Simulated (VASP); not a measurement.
CuF:

```
Cu F
1.0
     2.78066    0.00000    0.00000
    -1.39033    2.40812    0.00000
     0.00000    0.00000    4.54082
Cu F
2 2
Direct
  0.33333 0.66667 0.00000
  0.66667 0.33333 0.50000
  0.33333 0.66667 0.37500
  0.66667 0.33333 0.87500
```

```yaml
Program: VASP 6.6.1
Task: relaxation of cell and atoms
Functional: PBE
Potentials_or_basis: VASP PAW PBE potentials, release 64 (Cu, F)
Cutoff: 600 eV
k_mesh: 12 × 12 × 6
Occupations: fermi-dirac, width 0.02 eV
Spin: no spin polarisation
```

At the start: pressure 195.8 GPa; volume 7.60 Å³/atom.

Task: Where does the relaxation end?

Result: Over 55 steps the energy falls by 2247.0 meV/atom and the volume is 12.17 Å³/atom (+60.1 %); space group P6_3mc (No. 186, to 0.1 Å) before and after.

Step by step:
```tsv
step	energy change (eV)	largest force (eV/Å)	pressure (GPa)	volume (Å³)
1	0.0000	0.1031	195.77	30.41
3	-8.7556	0.0524	-3.98	55.86
5	-8.7802	0.0580	0.01	53.92
7	-8.7837	0.0820	-0.01	53.91
9	-8.8171	0.1921	-0.30	53.83
11	-8.6603	2.0535	1.22	53.25
13	-8.8744	0.2666	-0.74	53.64
15	-8.8748	0.2764	-0.73	53.63
17	-8.8762	0.3196	-0.82	53.62
19	-8.8785	0.3808	-0.86	53.58
21	-8.8898	0.3423	-1.22	53.51
23	-8.9234	0.2186	-2.77	53.17
25	-8.9542	0.0736	-4.43	51.79
27	-8.9815	0.0283	-1.97	48.91
29	-8.9868	0.1080	-0.25	48.72
31	-8.9879	0.0033	0.17	48.58
33	-8.9879	0.0094	0.16	48.59
35	-8.9879	0.0003	-0.30	48.63
37	-8.9879	0.0023	-0.03	48.66
39	-8.9879	0.0053	-0.13	48.68
41	-8.9879	0.0106	-0.03	48.69
43	-8.9879	0.0122	0.03	48.69
45	-8.9879	0.0129	0.07	48.70
47	-8.9879	0.0125	0.10	48.68
49	-8.9879	0.0121	-0.05	48.69
51	-8.9879	0.0144	-0.05	48.68
53	-8.9879	0.0149	0.02	48.68
55	-8.9880	0.0015	0.02	48.68
```

Final structure:
```yaml
crystal:
  lattice:
    - [2.99686, 0.00000, 0.00000]
    - [-1.49843, 2.59536, 0.00000]
    - [0.00000, 0.00000, 6.25877]
  atoms:
    - { symbol: Cu, position: [0.33333, 0.66667, 0.03682] }
    - { symbol: Cu, position: [0.66667, 0.33333, 0.53682] }
    - { symbol: F, position: [0.33333, 0.66667, 0.33818] }
    - { symbol: F, position: [0.66667, 0.33333, 0.83818] }
```

Caveat: the volume moved by over 15 % at a fixed basis, so the end points are rough; the structure was generated, so it needn't be the stable form of CuF.
